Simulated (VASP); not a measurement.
# SnC2 (Pnnm) in VASP: single point with PBE

Aim: the single point of SnC2 with PBE.

Program: VASP 6.6.1. These are calculated values, not measurements. Logs are shortened: lines on timing, memory, paths and dates and some standing lists are left out, and cuts for length are marked.

## (1) The cell of the first run

It takes space group Pnnm (No. 58, orthorhombic). Conventional cell: a = 4.317 Å, b = 5.403 Å, c = 3.466 Å, α = 90.00°, β = 90.00°, γ = 90.00°. Within 3.3 Å of Sn (site symmetry 2/m) lie 12 C at 2.35 to 3.22 Å. C (site symmetry m) has 1 C at 1.33 Å within 1.8 Å.

The cell was generated, and may not be a known phase.

## (2) Single point, PBE

The input, INCAR:

```
SYSTEM = SnC2
PREC = Accurate
ENCUT = 600
EDIFF = 1E-6
ISMEAR = 0
SIGMA = 0.1
LREAL = .FALSE.
LASPH = .TRUE.
NELM = 120
ALGO = Normal
ISIF = 2
LWAVE = .FALSE.
LCHARG = .FALSE.
GGA = PE
NBANDS = 31
GGA_COMPAT = .FALSE.
```

The input, KPOINTS:

```
Automatic mesh
0
G
  4 4 6
  0 0 0
```

The input, POSCAR:

```
SnC2
1.0
    4.3169133995      0.0000000000      0.0000000000
    0.0000000000      5.4032006495      0.0000000000
    0.0000000000      0.0000000000      3.4658186054
Sn C
2 4
Direct
    0.0000000000      0.0000000000      0.0000000000
    0.5000000000      0.5000000000      0.5000000000
    0.1206600475      0.4241850330      0.0000000000
    0.8793399525      0.5758149670      0.0000000000
    0.6206600475      0.0758149670      0.5000000000
    0.3793399525      0.9241850330      0.5000000000
```

Potentials or basis: VASP PAW PBE potentials, release 64 (Sn_d, C).

The run is started by

```console
> cat potpaw_PBE.64/Sn_d/POTCAR potpaw_PBE.64/C/POTCAR > POTCAR
> mpirun -np 1 vasp_std > vasp.out
```

OUTCAR:

```text
SYSTEM = SnC2
   PREC = Accurate
   ENCUT = 600
   EDIFF = 1E-6
   ISMEAR = 0
   LREAL = .FALSE.
   LASPH = .TRUE.
   NELM = 120
   ISIF = 2
   GGA = PE

 ion  position               nearest neighbor table
   1  0.000  0.000  0.000-   3 2.35   4 2.35   5 2.42   6 2.42   5 2.42   6 2.42
   2  0.500  0.500  0.500-   5 2.35   6 2.35   3 2.42   4 2.42   3 2.42   4 2.42
   3  0.121  0.424  0.000-   4 1.33   1 2.35   2 2.42   2 2.42
   4  0.879  0.576  0.000-   3 1.33   1 2.35   2 2.42   2 2.42
   5  0.621  0.076  0.500-   6 1.33   2 2.35   1 2.42   1 2.42
   6  0.379  0.924  0.500-   5 1.33   2 2.35   1 2.42   1 2.42

  LATTYP: Found a simple orthorhombic cell.
 ALAT       =     3.4658186054
 B/A-ratio  =     1.2455681878
 C/A-ratio  =     1.5589969542

  Lattice vectors:

 A1 = (   0.0000000000,   0.0000000000,   3.4658186054)
 A2 = (   4.3169133995,   0.0000000000,   0.0000000000)
 A3 = (   0.0000000000,   5.4032006495,   0.0000000000)

Analysis of symmetry for initial positions (statically):
=====================================================================
 Subroutine PRICEL returns:
 Original cell was already a primitive cell.

 Routine SETGRP: Setting up the symmetry group for a
 simple orthorhombic supercell.

 Subroutine GETGRP returns: Found  8 space group operations
 (whereof  4 operations were pure point group operations)
 out of a pool of  8 trial point group operations.

The static configuration has the point symmetry C_2h.
 The point group associated with its full space group is D_2h.

Analysis of symmetry for dynamics (positions and initial velocities):
=====================================================================
 Subroutine PRICEL returns:
 Original cell was already a primitive cell.

 Routine SETGRP: Setting up the symmetry group for a
 simple orthorhombic supercell.

 Subroutine GETGRP returns: Found  8 space group operations
 (whereof  4 operations were pure point group operations)
 out of a pool of  8 trial point group operations.

The dynamic configuration has the point symmetry C_2h.
 The point group associated with its full space group is D_2h.

 Subroutine INISYM returns: Found  8 space group operations
 (whereof  4 operations are pure point group operations),
 and found     1 'primitive' translations

----------------------------------------------------------------------------------------

                                     Primitive cell

  volume of cell :      80.8407

  direct lattice vectors                    reciprocal lattice vectors
[... 101 lines left out ...]
   ISIF   =      2    stress and relaxation
   ISYM   =      2    0-nonsym 1-usesym 2-fastsym
   POTIM  = 0.5000    time-step for ionic-motion
   TEBEG  =    0.0;   TEEND  =   0.0 temperature during run
   PSTRESS=    0.0 pullay stress
   NELECT =      44.0000    total number of electrons
   NUPDOWN=      -1.0000    fix difference up-down
   EMIN   =  10.00;   EMAX   =-10.00  energy-range for DOS
   EFERMI =   0.00;   METHOD = LEGACY
   ISMEAR =     0;   SIGMA  =   0.10  broadening in eV -4-tet -1-fermi 0-gaus
   EFERMI_NEDOS =   21; number of points for ismear=-14 and -15
   IALGO  =     38    algorithm
   IMIX   =      4    mixing-type and parameters
     AMIX     =   0.40;   BMIX     =  1.00
     AMIX_MAG =   1.60;   BMIX_MAG =  1.00
  volume/ion in A,a.u.               =      13.47        90.92
  Fermi-wavevector in a.u.,A,eV,Ry     =   1.336644  2.525890 24.308389  1.786616
  Thomas-Fermi vector in A             =   2.465254
   LORBIT       =      0    0 simple, 1 ext, 2 COOP (PROOUT), +10 PAW based schemes
   GGA     = PE    functional components
   LHFCALC =     F    Hartree Fock is set to
   AEXX    =    0.0000 exact exchange contribution
   IVDW    =     0    specifies the selected vdW correction
   LEPSILON=     F    determine dielectric tensor
   LRPA    =     F    only Hartree local field effects (RPA)
 non-spin polarized calculation
 Gauss-broadening in eV      SIGMA  =   0.10
  energy-cutoff  :      600.00
  volume of cell :       80.84
 maximum number of plane-waves:      2726
 NGX is ok and might be reduce to    36
   NGX = 17   NGY = 21   NGZ = 13

 number of electron      44.0000009 magnetization

 Free energy of the ion-electron system (eV)
  ---------------------------------------------------
  ext. energy  EPLUGINS =         0.00000000
  ---------------------------------------------------
  free energy    TOTEN  =       -38.36579498 eV

  energy without entropy =      -38.35408494  energy(sigma->0) =      -38.35993996

 E-fermi :   7.5503     XC(G=0): -10.9746

 val. band max:        7.5393578026   @ k =   0.0000   0.2500   0.3333
 cond. band min:       7.5840974518   @ k =   0.0000   0.5000   0.3333
 fundamental gap:      0.0447396493
 Fermi energy:         7.5502896689

 k-point     1 :       0.0000    0.0000    0.0000
  band No.  band energies     occupation
      1     -13.9381      2.00000
      2     -13.8713      2.00000
      3     -13.8618      2.00000
      4     -13.8248      2.00000
      5     -13.8114      2.00000
      6     -13.8041      2.00000
[... 805 lines left out ...]
     30      14.1388      0.00000
     31      15.5533      0.00000

 [... further k-points ...]

------------------------ aborting loop because EDIFF is reached ----------------------------------------

  FORCE on cell =-STRESS in cart. coord.  units (eV):
  Direction    XX          YY          ZZ          XY          YZ          ZX
  --------------------------------------------------------------------------------------
  -------------------------------------------------------------------------------------
  Total        0.2718085      0.3911884      0.4935206      0.0000000      0.0000000      0.0000000
  in kB        5.3869557      7.7529374      9.7810531      0.0000000      0.0000000      0.0000000
  external PRESSURE =       7.6403154 kB  Pullay stress =       0.0000000 kB

 VOLUME and BASIS-vectors are now :
 -----------------------------------------------------------------------------
  energy-cutoff  :      600.00
  volume of cell :       80.84
      direct lattice vectors                 reciprocal lattice vectors
     4.316913399  0.000000000  0.000000000     0.231646991  0.000000000  0.000000000
     0.000000000  5.403200649  0.000000000     0.000000000  0.185075489  0.000000000
     0.000000000  0.000000000  3.465818605     0.000000000  0.000000000  0.288532123

 POSITION                                       TOTAL-FORCE (eV/Angst)
 -----------------------------------------------------------------------------------
      0.00000      0.00000      0.00000        -0.000000     -0.000000      0.000000
      2.15846      2.70160      1.73291        -0.000000     -0.000000      0.000000
      0.52088      2.29196      0.00000        -0.010294      0.101321     -0.000000
      3.79603      3.11124      0.00000         0.010294     -0.101321      0.000000
      2.67934      0.40964      1.73291        -0.010294     -0.101321     -0.000000
      1.63758      4.99356      1.73291         0.010294      0.101321      0.000000
 -----------------------------------------------------------------------------------
    total drift:                                0.000000      0.000000      0.000000

  FREE ENERGIE OF THE ION-ELECTRON SYSTEM (eV)
  ---------------------------------------------------
  free  energy   TOTEN  =       -38.3657949848 eV

  energy  without entropy=      -38.3540849367  energy(sigma->0) =      -38.35993996
```

stdout:

```text
POSCAR found type information on POSCAR SnC
 POSCAR found :  2 types and       6 ions
 scaLAPACK will be used
 LDA part: xc-table for (Slater+PW92), standard interpolation
 POSCAR, INCAR and KPOINTS ok, starting setup
 FFT: planning ... GRIDC
 FFT: planning ... GRID_SOFT
 FFT: planning ... GRID
 WAVECAR not read
 entering main loop
```

Wall time 53 s (1 thread of Intel Xeon 6975P-C (Granite Rapids), shared host); peak memory 0.26 GiB.

What came out:

* Free energy: -38.3658 eV
* Pressure: 0.8 GPa
* Largest force: 0.102 eV/Å
* Band gap on the k mesh: zero (bands 22 and 23 overlap by 3.52 eV)

Forces in eV/Å, atoms in the order of the input:
```
Sn   0.000  0.000  0.000
Sn   0.000  0.000  0.000
C   -0.010  0.101  0.000
C    0.010 -0.101  0.000
C   -0.010 -0.101  0.000
C    0.010  0.101  0.000
```

Caveat: the k points lie up to 0.36 Å⁻¹ apart, too coarse for converged energies and pressures of a metal; spin-orbit coupling is left out, which moves the levels of the heavy elements.

The gap in the log of VASP goes by the Fermi energy; the results here count the filled bands.